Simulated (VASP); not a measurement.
# YbB2 (P6/mmm) in VASP: notebook, part 2 of 2

VASP 6.6.1. The steps go on from the part before.

**3. Relaxation of cell and atoms, PBE, target pressure -2 GPa, at which the enthalpy is minimised**

This run uses another cell than the first one, of 11.38 Å³/atom.

The input, INCAR:

```
SYSTEM = YbB2
ALGO = Normal
EDIFF = 1E-6
EDIFFG = -0.03
ENCUT = 600
GGA = PE
IBRION = 2
ISIF = 3
ISMEAR = -1
LASPH = .TRUE.
LCHARG = .FALSE.
LREAL = .FALSE.
LWAVE = .FALSE.
NELM = 80
NSW = 60
PREC = Accurate
PSTRESS = -20.0
SIGMA = 0.1
```

The input, KPOINTS:

```
k-points
0
G
  10 10 7
  0 0 0
```

The input, POSCAR:

```
YbB2
1.0
    3.2503000000      0.0000000000      0.0000000000
   -1.6251500000      2.8148423700      0.0000000000
    0.0000000000      0.0000000000      3.7315000000
Yb B
1 2
Direct
    0.0000000000      0.0000000000      0.0000000000
    0.3333333333      0.6666666667      0.5000000000
    0.6666666667      0.3333333333      0.5000000000
```

Potentials or basis: VASP PAW PBE potentials, release 64 (Yb, B).

On the command line:

```bash
cat potpaw_PBE.64/Yb/POTCAR potpaw_PBE.64/B/POTCAR > POTCAR
mpirun -np 1 vasp_std > vasp.out
```

OUTCAR:

```text
SYSTEM = YbB2
   EDIFF = 1E-6
   EDIFFG = -0.03
   ENCUT = 600
   GGA = PE
   IBRION = 2
   ISIF = 3
   ISMEAR = -1
   LASPH = .TRUE.
   LREAL = .FALSE.
   NELM = 80
   NSW = 60
   PREC = Accurate
   PSTRESS = -20.0

 ion  position               nearest neighbor table
   1  0.000  0.000  0.000-   2 2.65   3 2.65   2 2.65   3 2.65   3 2.65   3 2.65   2 2.65   2 2.65
                             3 2.65   3 2.65   2 2.65   2 2.65
   2  0.333  0.667  0.500-   3 1.88   3 1.88   3 1.88   1 2.65   1 2.65   1 2.65   1 2.65   1 2.65
                             1 2.65
   3  0.667  0.333  0.500-   2 1.88   2 1.88   2 1.88   1 2.65   1 2.65   1 2.65   1 2.65   1 2.65
                             1 2.65

  LATTYP: Found a hexagonal cell.
 ALAT       =     3.2503000000
 C/A-ratio  =     1.1480478725

  Lattice vectors:

 A1 = (   3.2503000000,   0.0000000000,   0.0000000000)
 A2 = (  -1.6251500000,   2.8148423700,   0.0000000000)
 A3 = (   0.0000000000,   0.0000000000,   3.7315000000)

Analysis of symmetry for initial positions (statically):
=====================================================================
 Subroutine PRICEL returns:
 Original cell was already a primitive cell.

 Routine SETGRP: Setting up the symmetry group for a
 hexagonal supercell.

 Subroutine GETGRP returns: Found 24 space group operations
 (whereof 24 operations were pure point group operations)
 out of a pool of 24 trial point group operations.

The static configuration has the point symmetry D_6h.

Analysis of symmetry for dynamics (positions and initial velocities):
=====================================================================
 Subroutine PRICEL returns:
 Original cell was already a primitive cell.

 Routine SETGRP: Setting up the symmetry group for a
 hexagonal supercell.

 Subroutine GETGRP returns: Found 24 space group operations
 (whereof 24 operations were pure point group operations)
[... 141 lines left out ...]
   NGX = 13   NGY = 13   NGZ = 15

--------------------------------------- Ionic step        1  -------------------------------------------

 number of electron      29.9999995 magnetization

 Free energy of the ion-electron system (eV)
  ---------------------------------------------------
  ext. energy  EPLUGINS =         0.00000000
  ---------------------------------------------------
  free energy    TOTEN  =       -18.17015961 eV

  energy without entropy =      -18.03458940  energy(sigma->0) =      -18.10237450

------------------------ aborting loop because EDIFF is reached ----------------------------------------

  FORCE on cell =-STRESS in cart. coord.  units (eV):
  Direction    XX          YY          ZZ          XY          YZ          ZX
  --------------------------------------------------------------------------------------
  -------------------------------------------------------------------------------------
  Total        0.1492248      0.1492248      1.9495219      0.0000000     -0.0000000      0.0000000
  in kB        7.0031054      7.0031054     91.4908621      0.0000000     -0.0000000      0.0000000
  external PRESSURE =      55.1656909 kB  Pullay stress =     -20.0000000 kB
[... 100 lines left out ...]
  energy  without entropy=      -18.0499580283  energy(sigma->0) =      -18.11816009

  enthalpy is  TOTEN    =       -18.6307193936 eV   P V=       -0.4443572505

[... ionic steps 4 to 8 ...]

--------------------------------------- Ionic step        9  -------------------------------------------

 number of electron      29.9999993 magnetization

------------------------ aborting loop because EDIFF is reached ----------------------------------------
[... 73 lines left out ...]
--------------------------------------- Ionic step       11  -------------------------------------------

 number of electron      29.9999993 magnetization

 Free energy of the ion-electron system (eV)
  ---------------------------------------------------
  ext. energy  EPLUGINS =         0.00000000
  ---------------------------------------------------
  free energy    TOTEN  =       -18.19437992 eV

  energy without entropy =      -18.06030124  energy(sigma->0) =      -18.12734058

 E-fermi :   3.9212     XC(G=0): -12.1192

 val. band max:        3.8917086117   @ k =   0.5000  -0.0000   0.1429
 cond. band min:       3.9307952457   @ k =   0.4000  -0.0000   0.2857
 fundamental gap:      0.0390866340
 Fermi energy:         3.9211736508

 k-point     1 :       0.0000    0.0000    0.0000
  band No.  band energies     occupation
      1     -47.0671      2.00000
      2     -19.2669      2.00000
      3     -18.9061      2.00000
      4     -18.9061      2.00000
      5      -7.0769      2.00000
      6       2.2434      2.00000
[... 505 lines left out ...]
      6      -2.2810      2.00000
[... 11 lines left out ...]
     18      10.2960      0.00000
     19      10.4102      0.00000

 [... further k-points ...]

------------------------ aborting loop because EDIFF is reached ----------------------------------------

  FORCE on cell =-STRESS in cart. coord.  units (eV):
  Direction    XX          YY          ZZ          XY          YZ          ZX
  --------------------------------------------------------------------------------------
  -------------------------------------------------------------------------------------
  Total       -0.4867882     -0.4867882     -0.4653769      0.0000000      0.0000000      0.0000000
  in kB      -22.0434238    -22.0434238    -21.0738493      0.0000000      0.0000000      0.0000000
  external PRESSURE =      -1.7202323 kB  Pullay stress =     -20.0000000 kB
[... 22 lines left out ...]
  energy  without entropy=      -18.0603012388  energy(sigma->0) =      -18.12734058

  enthalpy is  TOTEN    =       -18.6360428507 eV   P V=       -0.4416629335

 reached required accuracy - stopping structural energy minimisation
```

OSZICAR:

```text
N       E                     dE             d eps       ncg     rms          rms(c)
DAV:   1     0.155052621068E+03    0.15505E+03   -0.12327E+04  2689   0.115E+04
DAV:   2     0.476866306819E+01   -0.15028E+03   -0.14368E+03  2656   0.676E+02
DAV:   3    -0.187495355582E+02   -0.23518E+02   -0.22242E+02  3061   0.177E+02
DAV:   4    -0.219740363703E+02   -0.32245E+01   -0.31565E+01  4104   0.507E+01
[... 238 lines left out ...]
DAV:   4    -0.181944026110E+02    0.95789E-04   -0.93714E-04  3624   0.104E+00    0.650E-02
DAV:   5    -0.181943852668E+02    0.17344E-04   -0.82451E-05  3893   0.257E-01    0.422E-02
DAV:   6    -0.181943772187E+02    0.80482E-05   -0.55525E-05  3801   0.272E-01    0.259E-02
DAV:   7    -0.181943789289E+02   -0.17102E-05   -0.69354E-06  3092   0.376E-02    0.248E-02
DAV:   8    -0.181943799171E+02   -0.98829E-06   -0.82397E-07  1688   0.174E-02
  11 F= -.18636043E+02 E0= -.18569004E+02  d E =-.101743E-03
```

Wall time 23 min (1 thread of Intel Xeon 8259CL, shared host); peak memory 0.22 GiB.

What came out:

```yaml
Free_energy: -18.1944 eV
Relaxed_volume: 11.79 Å³/atom
Relaxed_cell: a = 3.249 Å, b = 3.249 Å, c = 3.870 Å, α = 90.00°, β = 90.00°, γ = 120.00°
Space_group_after_relaxing_to_0.1_Å: P6/mmm (No. 191)
Energy_change_on_relaxing_the_run_minimises_the_enthalpy: -8.1 meV/atom
Ionic_steps: 11
Pressure_after_relaxing: -2.2 GPa
Band_gap_on_the_k_mesh: zero (bands 15 and 16 overlap by 1.22 eV)
```

Step by step:
```csv
step,energy change (eV),largest force (eV/Å),pressure (GPa),volume (Å³)
1,0.0000,0.0000,3.52,34.14
2,-0.0068,0.0000,-4.45,36.10
3,-0.0162,0.0000,-3.53,35.60
4,-0.0167,0.0000,-2.59,35.55
5,-0.0246,0.0000,-2.38,35.33
6,-0.0257,0.0000,-0.99,35.25
7,-0.0254,0.0000,0.11,35.29
8,-0.0250,0.0000,-0.66,35.31
9,-0.0189,0.0000,-2.98,35.66
10,-0.0240,0.0000,-2.46,35.40
11,-0.0242,0.0000,-2.17,35.38
```

Final structure:
```yaml
crystal:
  lattice:
    - [3.24928, 0.00000, 0.00000]
    - [-1.62464, 2.81396, 0.00000]
    - [0.00000, 0.00000, 3.86961]
  atoms:
    - { symbol: Yb, position: [0.00000, 0.00000, 0.00000] }
    - { symbol: B, position: [0.33333, 0.66667, 0.50000] }
    - { symbol: B, position: [0.66667, 0.33333, 0.50000] }
```

Caveat: the cell is relaxed towards a set pressure, so the run minimises the enthalpy, not the energy; spin-orbit coupling is left out, which moves the levels of the heavy elements. Spin polarisation is off, so any magnetic state and its effect on volume and gap are missing.

The gap in the log of VASP goes by the Fermi energy; the results here count the filled bands.